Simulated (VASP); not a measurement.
Here is a VASP 6.6.1 calculation.

Contents of INCAR:

```
SYSTEM = NaHg2
ALGO     = Fast           ! electronic algorithm
EDIFF    = 1E-7           ! SCF threshold, eV
ENCUT    = 520            ! plane-wave cutoff, eV
GGA      = CA             ! functional
ISIF     = 2              ! what is computed and relaxed
ISMEAR   = -1             ! smearing method
LASPH    = .True.         ! aspherical terms in the spheres
LCHARG   = .False.        ! write CHGCAR
LREAL    = .False.        ! projectors in reciprocal space
LWAVE    = .False.        ! write WAVECAR
NBANDS   = 22             ! bands
NELM     = 60             ! most SCF steps
PREC     = Accurate       ! precision mode
SIGMA    = 0.15           ! smearing width, eV
```

Contents of KPOINTS:

```
k-points
0
Gamma
  12 12 14
  0 0 0
```

File POSCAR:

```
NaHg2
1.0
    4.9802763173      0.0000000000      0.0000000000
   -2.4901381586      4.3130458087      0.0000000000
    0.0000000000      0.0000000000      3.1235277251
Na Hg
1 2
Direct
    0.0000000000      0.0000000000      0.0000000000
    0.3333333333      0.6666666667      0.5000000000
    0.6666666667      0.3333333333      0.5000000000
```

Potentials or basis: VASP PAW LDA potentials, release 64 (Na_pv, Hg).

Command:

```console
$ cat potpaw_LDA.64/Na_pv/POTCAR potpaw_LDA.64/Hg/POTCAR > POTCAR
$ mpirun -np 1 vasp_std > vasp.out
```

Q: Estimate the pressure.

A: -0.4 GPa.

Q: What does it give for the band gap on the k mesh?

A: Zero (an odd number of electrons rules out a gap without spin polarisation).

Stress tensor (GPa, compression positive):
```
-0.32  0.00  0.00
 0.00 -0.32  0.00
 0.00  0.00 -0.51
```

Caveat: spin-orbit coupling is left out, which moves the levels of the heavy elements.
